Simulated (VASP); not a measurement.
# Al2Cu (I4/mmm) in VASP: a series of runs

Al2Cu is run at these levels: r2SCAN; tasks: single point.

Program: VASP 6.6.1. These are calculated values, not measurements. Logs are shortened: lines on timing, memory, paths and dates and some standing lists are left out, and cuts for length are marked.

### 1 The cell of the first run

Symmetry: I4/mmm, No. 139, tetragonal system. Conventional cell: a = 4.115 Å, b = 4.115 Å, c = 5.390 Å, α = 90.00°, β = 90.00°, γ = 90.00°. Within 3.2 Å of Al (site symmetry -4m2) lie 4 Cu at 2.46 Å and 6 Al at 2.70 to 2.91 Å. Within 3.2 Å of Cu (site symmetry 4/mmm) lie 8 Al at 2.46 Å.

### 2 Single point, r2SCAN (uniaxial strain along c: -6.0 %)

POSCAR reads:

```
Al2Cu
1.0
    2.9100796046      2.9100796046      0.0000000000
   -2.9100796046      2.9100796046      0.0000000000
    0.0000000000      0.0000000000      5.3900981840
Al Cu
4 2
Direct
    0.5000000000      0.0000000000      0.2500000000
    0.0000000000      0.5000000000      0.2500000000
    0.0000000000      0.5000000000      0.7500000000
    0.5000000000      0.0000000000      0.7500000000
    0.0000000000      0.0000000000      0.5000000000
    0.5000000000      0.5000000000      0.0000000000
```

INCAR.step1 reads:

```
SYSTEM = Al2Cu
ALGO     = Normal         ! electronic algorithm
EDIFF    = 1E-4           ! SCF threshold, eV
ENCUT    = 520            ! plane-wave cutoff, eV
GGA      = PE             ! functional
ISMEAR   = 0              ! smearing method
LASPH    = .TRUE.         ! aspherical terms in the spheres
LCHARG   = .FALSE.        ! write CHGCAR
LREAL    = .FALSE.        ! projectors in reciprocal space
LWAVE    = .TRUE.         ! write WAVECAR
NBANDS   = 26             ! bands
NELM     = 60             ! most SCF steps
PREC     = Accurate       ! precision mode
SIGMA    = 0.1            ! smearing width, eV
```

INCAR.step2 reads:

```
SYSTEM = Al2Cu
ALGO     = Normal         ! electronic algorithm
EDIFF    = 1E-6           ! SCF threshold, eV
ENCUT    = 520            ! plane-wave cutoff, eV
ISIF     = 2              ! what is computed and relaxed
ISMEAR   = 0              ! smearing method
ISTART   = 1            
LASPH    = .TRUE.         ! aspherical terms in the spheres
LCHARG   = .TRUE.         ! write CHGCAR
LELF     = .TRUE.         ! ELF
LMIXTAU  = .TRUE.       
LREAL    = .FALSE.        ! projectors in reciprocal space
LVHAR    = .TRUE.       
LWAVE    = .FALSE.        ! write WAVECAR
METAGGA  = R2SCAN         ! meta-GGA
NBANDS   = 26             ! bands
NELM     = 60             ! most SCF steps
PREC     = Accurate       ! precision mode
SIGMA    = 0.1            ! smearing width, eV
```

KPOINTS reads:

```
k-points
0
G
  10 10 6
  0 0 0
```

Potentials or basis: VASP PAW PBE potentials, release 64 (Al, Cu).

The run is started by

```sh
> cat potpaw_PBE.64/Al/POTCAR potpaw_PBE.64/Cu/POTCAR > POTCAR
> cp INCAR.step1 INCAR
> mpirun -np 1 vasp_std > vasp.out
> cp INCAR.step2 INCAR
> mpirun -np 1 vasp_std > vasp.out
```

OUTCAR:

```text
SYSTEM = Al2Cu
   EDIFF = 1E-6
   ENCUT = 520
   ISIF = 2
   ISMEAR = 0
   ISTART = 1
   LASPH = .TRUE.
   LREAL = .FALSE.
   METAGGA = R2SCAN
   NELM = 60
   PREC = Accurate

 ion  position               nearest neighbor table
   1  0.500  0.000  0.250-   5 2.46   6 2.46   6 2.46   5 2.46   4 2.70   4 2.70   2 2.91   2 2.91
                             2 2.91   2 2.91
   2  0.000  0.500  0.250-   5 2.46   6 2.46   5 2.46   6 2.46   3 2.70   3 2.70   1 2.91   1 2.91
                             1 2.91   1 2.91
   3  0.000  0.500  0.750-   5 2.46   6 2.46   5 2.46   6 2.46   2 2.70   2 2.70   4 2.91   4 2.91
                             4 2.91   4 2.91
   4  0.500  0.000  0.750-   5 2.46   6 2.46   6 2.46   5 2.46   1 2.70   1 2.70   3 2.91   3 2.91
                             3 2.91   3 2.91
   5  0.000  0.000  0.500-   1 2.46   2 2.46   3 2.46   4 2.46   2 2.46   3 2.46   1 2.46   4 2.46

   6  0.500  0.500  0.000-   1 2.46   2 2.46   3 2.46   4 2.46   1 2.46   4 2.46   2 2.46   3 2.46

  LATTYP: Found a simple tetragonal cell.
 ALAT       =     4.1154740444
 C/A-ratio  =     1.3097150233

  Lattice vectors:

 A1 = (   2.9100796046,   2.9100796046,   0.0000000000)
 A2 = (  -2.9100796046,   2.9100796046,   0.0000000000)
 A3 = (   0.0000000000,   0.0000000000,   5.3900981840)

Analysis of symmetry for initial positions (statically):
=====================================================================
 Subroutine PRICEL returns following result:

  LATTYP: Found a body centered tetragonal cell.
 ALAT       =     4.1154740444
 C/A-ratio  =     1.3097150233

  Lattice vectors:

 A1 = (   0.0000000000,  -2.9100796046,  -2.6950490920)
 A2 = (   0.0000000000,   2.9100796046,  -2.6950490920)
 A3 = (   2.9100796046,   0.0000000000,   2.6950490920)

   2 primitive cells build up your supercell.

 Routine SETGRP: Setting up the symmetry group for a
 simple tetragonal supercell.

 Subroutine GETGRP returns: Found 16 space group operations
 (whereof 16 operations were pure point group operations)
 out of a pool of 16 trial point group operations.

The static configuration has the point symmetry D_4h.

Analysis of symmetry for dynamics (positions and initial velocities):
=====================================================================
 Subroutine PRICEL returns following result:

  LATTYP: Found a body centered tetragonal cell.
 ALAT       =     4.1154740444
 C/A-ratio  =     1.3097150233

  Lattice vectors:

 A1 = (   0.0000000000,  -2.9100796046,  -2.6950490920)
 A2 = (   0.0000000000,   2.9100796046,  -2.6950490920)
 A3 = (   2.9100796046,   0.0000000000,   2.6950490920)

   2 primitive cells build up your supercell.

 Routine SETGRP: Setting up the symmetry group for a
 simple tetragonal supercell.

 Subroutine GETGRP returns: Found 16 space group operations
 (whereof 16 operations were pure point group operations)
 out of a pool of 16 trial point group operations.

The dynamic configuration has the point symmetry D_4h.

 Subroutine INISYM returns: Found 16 space group operations
 (whereof 16 operations are pure point group operations),
 and found     2 'primitive' translations

----------------------------------------------------------------------------------------

                                     Primitive cell

  volume of cell :      45.6464

  direct lattice vectors                    reciprocal lattice vectors
     0.000000000 -2.910079605 -2.695049092     0.171816606 -0.171816606 -0.185525377
     0.000000000  2.910079605 -2.695049092     0.171816606  0.171816606 -0.185525377
     2.910079605  0.000000000  2.695049092     0.343633211  0.000000000  0.000000000

  length of vectors
     3.966339990  3.966339990  3.966339990     0.305714831  0.305714831  0.343633211

  position of ions in fractional coordinates (direct lattice)
     0.750000000  0.250000000  0.500000000
     0.250000000  0.750000000  0.500000000
     0.500000000  0.500000000  0.000000000

  ion indices of the primitive-cell ions
   primitive index   ion index
                 1           1
                 2           4
                 3           5

----------------------------------------------------------------------------------------

 KPOINTS: k-points

Automatic generation of k-mesh.
 Grid dimensions read from file:
 generate k-points for:   10   10    6

 Generating k-lattice:

  Cartesian coordinates                     Fractional coordinates (reciprocal lattice)
     0.017181661  0.017181661  0.000000000     0.100000000  0.000000000  0.000000000
    -0.017181661  0.017181661  0.000000000     0.000000000  0.100000000  0.000000000
     0.000000000  0.000000000  0.030920896     0.000000000  0.000000000  0.166666667

  Length of vectors
     0.024298537  0.024298537  0.030920896

  Shift w.r.t. Gamma in fractional coordinates (k-lattice)
     0.000000000  0.000000000  0.000000000

 Subroutine IBZKPT returns following result:
 ===========================================

 Found     84 irreducible k-points:

 Following reciprocal coordinates:
            Coordinates               Weight
  0.000000  0.000000  0.000000      1.000000
  0.100000  0.000000  0.000000      4.000000
  0.200000  0.000000  0.000000      4.000000
  0.300000  0.000000  0.000000      4.000000
  0.400000  0.000000  0.000000      4.000000
  0.500000  0.000000  0.000000      2.000000
[... 16 lines left out ...]
  0.100000  0.000000  0.166667      8.000000
  0.200000  0.000000  0.166667      8.000000
 [... further k-points ...]
   k-points           NKPTS =     84   k-points in BZ     NKDIM =     84   number of bands    NBANDS=     26
   number of dos      NEDOS =    301   number of ions     NIONS =      6
   total plane-waves  NPLWV =  40960
   dimension x,y,z NGX =    32 NGY =   32 NGZ =   40
   dimension x,y,z NGXF=    64 NGYF=   64 NGZF=   80
   ions per type =               4   2
   NGX,Y,Z   is equivalent  to a cutoff of  12.93, 12.93, 12.34 a.u.
   NGXF,Y,Z  is equivalent  to a cutoff of  25.85, 25.85, 24.67 a.u.
 SYSTEM =  Al2Cu
   PREC   = accura    normal or accurate (medium, high low for compatibility)
   ISTART =      1    job   : 0-new  1-cont  2-samecut
   ICHARG =      0    charge: 1-file 2-atom 10-const
   ISPIN  =      1    spin polarized calculation?
   LNONCOLLINEAR =      F non collinear calculations
   LSORBIT =      F    spin-orbit coupling
   LASPH  =      T    aspherical Exc in radial PAW
   ENCUT  =  520.0 eV  38.22 Ry    6.18 a.u.   7.65  7.65 10.02*2*pi/ulx,y,z
   NELM   =     60;   NELMIN=  2; NELMDL=  0     # of ELM steps
   EDIFF  = 0.1E-05   stopping-criterion for ELM
   LREAL  =      F    real-space projection
   EDIFFG = 0.1E-04   stopping-criterion for IOM
   NSW    =      0    number of steps for IOM
   IBRION =     -1    ionic relax: 0-MD 1-quasi-New 2-CG
   NFREE  =      0    steps in history (QN), initial steepest desc. (CG)
   ISIF   =      2    stress and relaxation
   ISYM   =      2    0-nonsym 1-usesym 2-fastsym
   POTIM  = 0.5000    time-step for ionic-motion
   TEBEG  =    0.0;   TEEND  =   0.0 temperature during run
   PSTRESS=    0.0 pullay stress
   NELECT =      34.0000    total number of electrons
   NUPDOWN=      -1.0000    fix difference up-down
   EMIN   =  10.00;   EMAX   =-10.00  energy-range for DOS
   EFERMI =   0.00;   METHOD = LEGACY
   ISMEAR =     0;   SIGMA  =   0.10  broadening in eV -4-tet -1-fermi 0-gaus
   EFERMI_NEDOS =   21; number of points for ismear=-14 and -15
   IALGO  =     38    algorithm
   IMIX   =      4    mixing-type and parameters
     AMIX     =   0.40;   BMIX     =  1.00
     AMIX_MAG =   1.60;   BMIX_MAG =  1.00
  volume/ion in A,a.u.               =      15.22       102.68
  Fermi-wavevector in a.u.,A,eV,Ry     =   1.177847  2.225809 18.875693  1.387324
  Thomas-Fermi vector in A             =   2.314187
   LORBIT       =      0    0 simple, 1 ext, 2 COOP (PROOUT), +10 PAW based schemes
   METAGGA = R2SCAN    functional components
   LHFCALC =     F    Hartree Fock is set to
   AEXX    =    0.0000 exact exchange contribution
   IVDW    =     0    specifies the selected vdW correction
   LEPSILON=     F    determine dielectric tensor
   LRPA    =     F    only Hartree local field effects (RPA)
 non-spin polarized calculation
 Gauss-broadening in eV      SIGMA  =   0.10
  energy-cutoff  :      520.00
  volume of cell :       91.29
 maximum number of plane-waves:      2474
 NGX is ok and might be reduce to    32
   NGX = 15   NGY = 15   NGZ = 21

 number of electron      33.9999977 magnetization

 Free energy of the ion-electron system (eV)
  ---------------------------------------------------
  ext. energy  EPLUGINS =         0.00000000
  ---------------------------------------------------
  free energy    TOTEN  =       -49.68124491 eV

  energy without entropy =      -49.67511656  energy(sigma->0) =      -49.67818073

 E-fermi :   7.3677     XC(G=0): -11.3718

 val. band max:        7.3008827447   @ k =   0.5000   0.0000   0.0000
 cond. band min:       7.3703724939   @ k =   0.5000   0.0000   0.1667
 fundamental gap:      0.0694897493
 Fermi energy:         7.3676784792

 k-point     1 :       0.0000    0.0000    0.0000
  band No.  band energies     occupation
      1      -3.6392      2.00000
      2       1.1755      2.00000
      3       1.5490      2.00000
      4       1.7188      2.00000
      5       2.4568      2.00000
      6       2.5333      2.00000
[... 18 lines left out ...]
     25      14.2607      0.00000
     26      14.2607      0.00000

 k-point     2 :       0.1000    0.0000    0.0000
  band No.  band energies     occupation
      1      -3.5468      2.00000
      2       1.2423      2.00000
      3       1.5841      2.00000
      4       1.6628      2.00000
      5       2.4701      2.00000
      6       2.5115      2.00000
[... 18 lines left out ...]
     25      13.5458      0.00000
     26      13.6152      0.00000

 k-point     3 :       0.2000    0.0000    0.0000
  band No.  band energies     occupation
      1      -3.2707      2.00000
      2       1.1868      2.00000
      3       1.6094      2.00000
      4       1.6797      2.00000
      5       2.4490      2.00000
      6       2.5019      2.00000
[... 18 lines left out ...]
     25      12.9492      0.00000
     26      15.0948      0.00000

 k-point     4 :       0.3000    0.0000    0.0000
  band No.  band energies     occupation
      1      -2.8151      2.00000
      2       0.4524      2.00000
      3       1.8122      2.00000
      4       1.9239      2.00000
      5       2.3537      2.00000
      6       2.5296      2.00000
[... 18 lines left out ...]
     25      13.1686      0.00000
     26      14.0996      0.00000
[... 496 lines left out ...]
      1      -3.4899      2.00000
      2      -0.0495      2.00000
      3       1.7694      2.00000
      4       2.4094      2.00000
      5       2.4525      2.00000
      6       2.5495      2.00000
[... 18 lines left out ...]
     25      13.9292      0.00000
     26      14.4879      0.00000

 k-point    23 :       0.1000    0.0000    0.1667
  band No.  band energies     occupation
      1      -3.3979      2.00000
      2       0.0253      2.00000
      3       1.7125      2.00000
      4       2.3963      2.00000
      5       2.4489      2.00000
      6       2.5508      2.00000
[... 18 lines left out ...]
     25      13.5391      0.00000
     26      14.2810      0.00000

 k-point    24 :       0.2000    0.0000    0.1667
  band No.  band energies     occupation
      1      -3.1233      2.00000
      2       0.2275      2.00000
      3       1.4420      2.00000
      4       2.3373      2.00000
      5       2.4515      2.00000
      6       2.5663      2.00000
[... 18 lines left out ...]
     25      13.3331      0.00000
     26      14.4424      0.00000

 [... further k-points ...]

------------------------ aborting loop because EDIFF is reached ----------------------------------------

  FORCE on cell =-STRESS in cart. coord.  units (eV):
  Direction    XX          YY          ZZ          XY          YZ          ZX
  --------------------------------------------------------------------------------------
  -------------------------------------------------------------------------------------
  Total        0.0796856      0.0796856      6.3741447      0.0000000     -0.0000000     -0.0000000
  in kB        1.3984723      1.3984723    111.8654805      0.0000000     -0.0000000     -0.0000000
  external PRESSURE =      38.2208083 kB  Pullay stress =       0.0000000 kB

 VOLUME and BASIS-vectors are now :
 -----------------------------------------------------------------------------
  energy-cutoff  :      520.00
  volume of cell :       91.29
      direct lattice vectors                 reciprocal lattice vectors
     2.910079605  2.910079605  0.000000000     0.171816606  0.171816606  0.000000000
    -2.910079605  2.910079605  0.000000000    -0.171816606  0.171816606  0.000000000
     0.000000000  0.000000000  5.390098184     0.000000000  0.000000000  0.185525377

 POSITION                                       TOTAL-FORCE (eV/Angst)
 -----------------------------------------------------------------------------------
      1.45504      1.45504      1.34752         0.000000      0.000000     -0.000000
     -1.45504      1.45504      1.34752         0.000000     -0.000000     -0.000000
     -1.45504      1.45504      4.04257         0.000000      0.000000     -0.000000
      1.45504      1.45504      4.04257         0.000000      0.000000     -0.000000
      0.00000      0.00000      2.69505        -0.000000     -0.000000     -0.000000
      0.00000      2.91008      0.00000        -0.000000      0.000000      0.000000
 -----------------------------------------------------------------------------------
    total drift:                                0.000000     -0.000000     -0.000000

  FREE ENERGIE OF THE ION-ELECTRON SYSTEM (eV)
  ---------------------------------------------------
  free  energy   TOTEN  =       -49.6812449145 eV

  energy  without entropy=      -49.6751165550  energy(sigma->0) =      -49.67818073
```

It took 4 min on 1 thread of Intel Xeon 6975P-C (Granite Rapids), shared host; peak memory 0.31 GiB.

Results:

| Item | Value |
| --- | --- |
| Free energy | -49.6812 eV |
| Pressure | 3.8 GPa |
| Band gap on the k mesh | zero (bands 17 and 18 overlap by 4.11 eV) |

Caveat: the cell differs from its parent crystal (uniaxial strain along c: -6.0 %); the stress differs along the axes, from 0 to 11 GPa; the PAW data sets were made with another functional, which shifts forces and pressure a little.

(Part 1 of 3 ends here.)

The gap in the log of VASP goes by the Fermi energy; the results here count the filled bands.